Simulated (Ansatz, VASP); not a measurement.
# AlNi: VASP beside Ansatz

```xyz
2
Lattice="2.0461 -2.0461 0.0000 2.0461 2.0461 0.0000 0.0000 0.0000 2.8954" Properties=species:S:1:pos:R:3 pbc="T T T"
Al    0.0000    0.0000    0.0000
Ni    2.0461    0.0000    1.4477
```

Alike in both runs: functional PBE; k mesh 16 × 16 × 14; occupations fermi-dirac, width 0.15 eV; no spin polarisation.

Ansatz relaxed the structure, and its values are those at the end. VASP's run is a single point on that final structure, the one shown.

```csv
,VASP,Ansatz
version,VASP 6.6.1,Ansatz 0.2.0
potentials or method,"VASP PAW PBE potentials, release 64 (Al, Ni), cutoff 520 eV","scalar-relativistic, plane waves, PAW"
valence electrons in the cell,13,21
```

|  | VASP | Ansatz | Ansatz less VASP |
| --- | --- | --- | --- |
| gap on the k mesh at the Fermi level (eV) | none | none | - |
| pressure (GPa) | -0.1 | 0.0 | +0.15 |

A gap of «none» marks a metal or a gap that the smearing closes. With one functional, cell and mesh, what is left measures potentials, basis and numerics. VASP's potentials hold 13 valence electrons a cell and Ansatz's 21, so a difference there can come from the potentials and not from the codes. Ansatz's warnings: structure snapped to symmetry.
